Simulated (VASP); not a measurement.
# Cu (Fm-3m) in VASP: further runs

Runs on Cu. Level: PBEsol. Tasks: single point.

Program: VASP 6.6.1. These are calculated values, not measurements. Logs are shortened: lines on timing, memory, paths and dates and some standing lists are left out, and cuts for length are marked.

### 1 The cell of the first run

It takes space group Fm-3m (No. 225, cubic). The conventional cell has a = 3.326 Å, b = 3.326 Å, c = 3.326 Å, α = 90.00°, β = 90.00°, γ = 90.00°. Cu (site symmetry m-3m) has 12 Cu at 2.35 Å within 3.1 Å.

### 2 Single point, PBEsol (strain -0.080 along x and y, -0.080 along z)

The input, INCAR:

```
SYSTEM = Cu
PREC     = Accurate       ! precision mode
ENCUT    = 520            ! plane-wave cutoff, eV
EDIFF    = 1E-7           ! SCF threshold, eV
ISMEAR   = 0              ! smearing method
SIGMA    = 0.15           ! smearing width, eV
LREAL    = .FALSE.        ! projectors in reciprocal space
LASPH    = .TRUE.         ! aspherical terms in the spheres
NELM     = 60             ! most SCF steps
ALGO     = Fast           ! electronic algorithm
ISIF     = 2              ! what is computed and relaxed
LWAVE    = .FALSE.        ! write WAVECAR
LCHARG   = .FALSE.        ! write CHGCAR
GGA      = PS             ! functional
NBANDS   = 12             ! bands
```

The input, KPOINTS:

```
Automatic mesh
0
G
  22 22 22
  0 0 0
```

The input, POSCAR:

```
Cu
1.0
    0.0000000000      1.6629000000      1.6629000000
    1.6629000000      0.0000000000      1.6629000000
    1.6629000000      1.6629000000      0.0000000000
Cu
1
Direct
    0.0000000000      0.0000000000      0.0000000000
```

Potentials or basis: VASP PAW PBE potentials, release 64 (Cu).

Run with:

```sh
cat potpaw_PBE.64/Cu/POTCAR > POTCAR
mpirun -np 1 vasp_std > vasp.out
```

OUTCAR:

```text
SYSTEM = Cu
   PREC = Accurate
   ENCUT = 520
   EDIFF = 1E-7
   ISMEAR = 0
   LREAL = .FALSE.
   LASPH = .TRUE.
   NELM = 60
   ISIF = 2
   GGA = PS

 ion  position               nearest neighbor table
   1  0.000  0.000  0.000-

  LATTYP: Found a face centered cubic cell.
 ALAT       =     3.3258000000

  Lattice vectors:

 A1 = (   0.0000000000,   1.6629000000,   1.6629000000)
 A2 = (   1.6629000000,   0.0000000000,   1.6629000000)
 A3 = (   1.6629000000,   1.6629000000,   0.0000000000)

Analysis of symmetry for initial positions (statically):
=====================================================================
 Subroutine PRICEL returns:
 Original cell was already a primitive cell.

 Routine SETGRP: Setting up the symmetry group for a
 face centered cubic supercell.

 Subroutine GETGRP returns: Found 48 space group operations
 (whereof 48 operations were pure point group operations)
 out of a pool of 48 trial point group operations.

The static configuration has the point symmetry O_h .

Analysis of symmetry for dynamics (positions and initial velocities):
=====================================================================
 Subroutine PRICEL returns:
 Original cell was already a primitive cell.

 Routine SETGRP: Setting up the symmetry group for a
 face centered cubic supercell.

 Subroutine GETGRP returns: Found 48 space group operations
 (whereof 48 operations were pure point group operations)
 out of a pool of 48 trial point group operations.

The dynamic configuration has the point symmetry O_h .

 Subroutine INISYM returns: Found 48 space group operations
 (whereof 48 operations are pure point group operations),
 and found     1 'primitive' translations

----------------------------------------------------------------------------------------

                                     Primitive cell

  volume of cell :       9.1966

  direct lattice vectors                    reciprocal lattice vectors
     0.000000000  1.662900000  1.662900000    -0.300679536  0.300679536  0.300679536
     1.662900000  0.000000000  1.662900000     0.300679536 -0.300679536  0.300679536
     1.662900000  1.662900000  0.000000000     0.300679536  0.300679536 -0.300679536

  length of vectors
     2.351695733  2.351695733  2.351695733     0.520792233  0.520792233  0.520792233

  position of ions in fractional coordinates (direct lattice)
     0.000000000  0.000000000  0.000000000

  ion indices of the primitive-cell ions
   primitive index   ion index
                 1           1

----------------------------------------------------------------------------------------

 KPOINTS: Automatic mesh

Automatic generation of k-mesh.
 Grid dimensions read from file:
 generate k-points for:   22   22   22

 Generating k-lattice:

  Cartesian coordinates                     Fractional coordinates (reciprocal lattice)
    -0.013667252  0.013667252  0.013667252     0.045454545  0.000000000  0.000000000
     0.013667252 -0.013667252  0.013667252     0.000000000  0.045454545  0.000000000
     0.013667252  0.013667252 -0.013667252     0.000000000  0.000000000  0.045454545

  Length of vectors
     0.023672374  0.023672374  0.023672374

  Shift w.r.t. Gamma in fractional coordinates (k-lattice)
     0.000000000  0.000000000  0.000000000

 Subroutine IBZKPT returns following result:
 ===========================================

 Found    328 irreducible k-points:

 Following reciprocal coordinates:
            Coordinates               Weight
  0.000000  0.000000  0.000000      1.000000
  0.045455  0.000000  0.000000      8.000000
  0.090909  0.000000  0.000000      8.000000
  0.136364  0.000000  0.000000      8.000000
  0.181818  0.000000  0.000000      8.000000
  0.227273  0.000000  0.000000      8.000000
[... 16 lines left out ...]
  0.500000  0.045455  0.000000     24.000000
 -0.454545  0.045455  0.000000     24.000000
 [... further k-points ...]
   k-points           NKPTS =    328   k-points in BZ     NKDIM =    328   number of bands    NBANDS=     12
   number of dos      NEDOS =    301   number of ions     NIONS =      1
   total plane-waves  NPLWV =   5832
   dimension x,y,z NGX =    18 NGY =   18 NGZ =   18
   dimension x,y,z NGXF=    36 NGYF=   36 NGZF=   36
   ions per type =               1
   NGX,Y,Z   is equivalent  to a cutoff of  12.72, 12.72, 12.72 a.u.
   NGXF,Y,Z  is equivalent  to a cutoff of  25.45, 25.45, 25.45 a.u.
 SYSTEM =  Cu
   PREC   = accura    normal or accurate (medium, high low for compatibility)
   ISTART =      0    job   : 0-new  1-cont  2-samecut
   ICHARG =      2    charge: 1-file 2-atom 10-const
   ISPIN  =      1    spin polarized calculation?
   LNONCOLLINEAR =      F non collinear calculations
   LSORBIT =      F    spin-orbit coupling
   LASPH  =      T    aspherical Exc in radial PAW
   ENCUT  =  520.0 eV  38.22 Ry    6.18 a.u.   4.37  4.37  4.37*2*pi/ulx,y,z
   NELM   =     60;   NELMIN=  2; NELMDL= -5     # of ELM steps
   EDIFF  = 0.1E-06   stopping-criterion for ELM
   LREAL  =      F    real-space projection
   EDIFFG = 0.1E-05   stopping-criterion for IOM
   NSW    =      0    number of steps for IOM
   IBRION =     -1    ionic relax: 0-MD 1-quasi-New 2-CG
   NFREE  =      0    steps in history (QN), initial steepest desc. (CG)
   ISIF   =      2    stress and relaxation
   ISYM   =      2    0-nonsym 1-usesym 2-fastsym
   POTIM  = 0.5000    time-step for ionic-motion
   TEBEG  =    0.0;   TEEND  =   0.0 temperature during run
   PSTRESS=    0.0 pullay stress
   NELECT =      11.0000    total number of electrons
   NUPDOWN=      -1.0000    fix difference up-down
   EMIN   =  10.00;   EMAX   =-10.00  energy-range for DOS
   EFERMI =   0.00;   METHOD = LEGACY
   ISMEAR =     0;   SIGMA  =   0.15  broadening in eV -4-tet -1-fermi 0-gaus
   EFERMI_NEDOS =   21; number of points for ismear=-14 and -15
   IALGO  =     68    algorithm
   IMIX   =      4    mixing-type and parameters
     AMIX     =   0.40;   BMIX     =  1.00
     AMIX_MAG =   1.60;   BMIX_MAG =  1.00
  volume/ion in A,a.u.               =       9.20        62.06
  Fermi-wavevector in a.u.,A,eV,Ry     =   1.737786  3.283939 41.088230  3.019900
  Thomas-Fermi vector in A             =   2.810943
   LORBIT       =      0    0 simple, 1 ext, 2 COOP (PROOUT), +10 PAW based schemes
   GGA     = PS    functional components
   LHFCALC =     F    Hartree Fock is set to
   AEXX    =    0.0000 exact exchange contribution
   IVDW    =     0    specifies the selected vdW correction
   LEPSILON=     F    determine dielectric tensor
   LRPA    =     F    only Hartree local field effects (RPA)
 non-spin polarized calculation
 RMM-DIIS sequential band-by-band and
 Gauss-broadening in eV      SIGMA  =   0.15
  energy-cutoff  :      520.00
  volume of cell :        9.20
 maximum number of plane-waves:       264
 NGX is ok and might be reduce to    18
   NGX =  9   NGY =  9   NGZ =  9

 number of electron      10.9999989 magnetization

 Free energy of the ion-electron system (eV)
  ---------------------------------------------------
  ext. energy  EPLUGINS =         0.00000000
  ---------------------------------------------------
  free energy    TOTEN  =        -3.98527048 eV

  energy without entropy =       -3.98208957  energy(sigma->0) =       -3.98368003

 E-fermi :  11.0194     XC(G=0): -14.4383

 val. band max:       10.9942884750   @ k =   0.5000   0.2273   0.0909
 cond. band min:      11.0499311826   @ k =   0.5000   0.1818   0.0455
 fundamental gap:      0.0556427075
 Fermi energy:        11.0194444097

 k-point     1 :       0.0000    0.0000    0.0000
  band No.  band energies     occupation
      1      -0.5382      2.00000
      2       7.0109      2.00000
      3       7.0109      2.00000
      4       7.0109      2.00000
      5       8.2356      2.00000
      6       8.2356      2.00000
      7      35.4562      0.00000
      8      40.1167      0.00000
      9      40.1167      0.00000
     10      40.1167      0.00000
     11      43.1299      0.00000
     12      43.1299      0.00000

 k-point     2 :       0.0455    0.0000    0.0000
  band No.  band energies     occupation
      1      -0.4476      2.00000
      2       6.9857      2.00000
      3       7.0319      2.00000
      4       7.0319      2.00000
      5       8.2263      2.00000
      6       8.2263      2.00000
      7      35.2224      0.00000
      8      38.7762      0.00000
      9      39.8848      0.00000
     10      39.8848      0.00000
     11      43.4602      0.00000
     12      43.4603      0.00000

 k-point     3 :       0.0909    0.0000    0.0000
  band No.  band energies     occupation
      1      -0.1785      2.00000
      2       6.9151      2.00000
      3       7.0895      2.00000
      4       7.0895      2.00000
      5       8.2039      2.00000
      6       8.2039      2.00000
      7      34.1021      0.00000
      8      37.2744      0.00000
      9      39.3881      0.00000
     10      39.3881      0.00000
     11      44.2087      0.00000
     12      44.2946      0.00000

 k-point     4 :       0.1364    0.0000    0.0000
  band No.  band energies     occupation
      1       0.2608      2.00000
      2       6.8130      2.00000
      3       7.1658      2.00000
      4       7.1658      2.00000
      5       8.1856      2.00000
      6       8.1856      2.00000
      7      31.9247      0.00000
      8      36.6563      0.00000
      9      38.8545      0.00000
     10      38.8545      0.00000
     11      44.5610      0.00000
     12      44.9465      0.00000

 k-point     5 :       0.1818    0.0000    0.0000
  band No.  band energies     occupation
      1       0.8536      2.00000
      2       6.7033      2.00000
      3       7.2295      2.00000
      4       7.2295      2.00000
      5       8.2013      2.00000
      6       8.2013      2.00000
      7      29.4114      0.00000
      8      36.2862      0.00000
      9      38.3722      0.00000
     10      38.3722      0.00000
     11      44.6444      0.00000
     12      45.0592      0.00000
[... 228 lines left out ...]
      1       3.9870      2.00000
      2       6.9843      2.00000
      3       7.0716      2.00000
      4       7.5375      2.00000
      5       8.9581      2.00000
      6       9.0594      2.00000
      7      18.7083      0.00000
      8      33.8580      0.00000
      9      35.7103      0.00000
     10      37.5209      0.00000
     11      40.6436      0.00000
     12      42.0673      0.00000

 k-point    22 :       0.4545    0.0455    0.0000
  band No.  band energies     occupation
      1       4.1874      2.00000
      2       6.9338      2.00000
      3       7.0194      2.00000
      4       8.1088      2.00000
      5       9.0464      2.00000
      6       9.4477      2.00000
      7      17.1091      0.00000
      8      33.5955      0.00000
      9      35.8961      0.00000
     10      36.8541      0.00000
     11      40.6684      0.00000
     12      41.3525      0.00000

 k-point    23 :       0.5000    0.0455    0.0000
  band No.  band energies     occupation
      1       4.2577      2.00000
      2       6.9122      2.00000
      3       6.9915      2.00000
      4       8.4026      2.00000
      5       9.0701      2.00000
      6       9.8000      2.00000
      7      16.2150      0.00000
      8      33.4362      0.00000
      9      36.2552      0.00000
     10      36.3626      0.00000
     11      40.7918      0.00000
     12      40.8448      0.00000

 k-point    24 :      -0.4545    0.0455    0.0000
  band No.  band energies     occupation
      1       4.2450      2.00000
      2       6.9220      2.00000
      3       6.9920      2.00000
      4       8.3632      2.00000
      5       9.0241      2.00000
      6       9.7360      2.00000
      7      16.4074      0.00000
      8      33.3822      0.00000
      9      36.0779      0.00000
     10      36.7904      0.00000
     11      40.3897      0.00000
     12      41.1610      0.00000

 [... further k-points ...]

------------------------ aborting loop because EDIFF is reached ----------------------------------------

  FORCE on cell =-STRESS in cart. coord.  units (eV):
  Direction    XX          YY          ZZ          XY          YZ          ZX
  --------------------------------------------------------------------------------------
  -------------------------------------------------------------------------------------
  Total        3.3917036      3.3917036      3.3917036      0.0000000      0.0000000      0.0000000
  in kB      590.8810796    590.8810796    590.8810796      0.0000000      0.0000000      0.0000000
  external PRESSURE =     590.8810796 kB  Pullay stress =       0.0000000 kB

 VOLUME and BASIS-vectors are now :
 -----------------------------------------------------------------------------
  energy-cutoff  :      520.00
  volume of cell :        9.20
      direct lattice vectors                 reciprocal lattice vectors
     0.000000000  1.662900000  1.662900000    -0.300679536  0.300679536  0.300679536
     1.662900000  0.000000000  1.662900000     0.300679536 -0.300679536  0.300679536
     1.662900000  1.662900000  0.000000000     0.300679536  0.300679536 -0.300679536

 POSITION                                       TOTAL-FORCE (eV/Angst)
 -----------------------------------------------------------------------------------
      0.00000      0.00000      0.00000         0.000000      0.000000      0.000000
 -----------------------------------------------------------------------------------
    total drift:                                0.000000     -0.000000      0.000000

  FREE ENERGIE OF THE ION-ELECTRON SYSTEM (eV)
  ---------------------------------------------------
  free  energy   TOTEN  =        -3.9852704794 eV

  energy  without entropy=       -3.9820895717  energy(sigma->0) =       -3.98368003
```

Wall time 27 s (1 thread of Intel Xeon Platinum 8559C (Emerald Rapids), shared host); peak memory 0.14 GiB.

Results:

- Free energy: -3.9853 eV
- Pressure: 59.1 GPa

Caveat: the cell differs from its parent crystal (strain -0.080 along x and y, -0.080 along z); the PAW data sets were made with another functional, which shifts forces and pressure a little.

### 3 Single point, PBEsol (strain -0.040 along x and y, -0.040 along z)

The input, INCAR:

```
PREC = Accurate
ENCUT = 520
EDIFF = 1E-6
ISMEAR = 0
SIGMA = 0.15
LREAL = False
LASPH = True
NELM = 80
ALGO = Normal
ISIF = 2
LWAVE = False
LCHARG = True
GGA = PS
LELF = True
LVHAR = True
NBANDS = 12
```

The input, KPOINTS:

```
Automatic mesh
0
Gamma
  22 22 22
```

The input, POSCAR:

```
Cu
1.0
    0.0000000000      1.7352000000      1.7352000000
    1.7352000000      0.0000000000      1.7352000000
    1.7352000000      1.7352000000      0.0000000000
Cu
1
Direct
    0.0000000000      0.0000000000      0.0000000000
```

Potentials or basis: VASP PAW PBE potentials, release 64 (Cu).

Run with:

```sh
cat potpaw_PBE.64/Cu/POTCAR > POTCAR
mpirun -np 1 vasp_std > vasp.out
```

It took 18 s on 1 thread of Intel Xeon Platinum 8559C (Emerald Rapids), shared host; peak memory 0.15 GiB.

The run converged. Its results:

```yaml
Free_energy: -4.2657 eV
Pressure: 17.1 GPa
```

Levels at points of the mesh, in eV from the Fermi level:
| k point | band 4 | band 5 | band 6 | band 7 | band 8 | band 9 |
| --- | --- | --- | --- | --- | --- | --- |
| (0.00, 0.00, 0.00) | -3.45 | -2.45 | -2.45 | 23.53 | 27.12 | 27.12 |
| (0.50, 0.00, 0.00) | -1.76 | -1.76 | -1.43 | 4.38 | 21.97 | 23.96 |
| (0.50, 0.50, 0.00) | -1.59 | -1.59 | 1.34 | 7.97 | 13.99 | 13.99 |

Caveat: the cell differs from its parent crystal (strain -0.040 along x and y, -0.040 along z); the PAW data sets were made with another functional, which shifts forces and pressure a little.
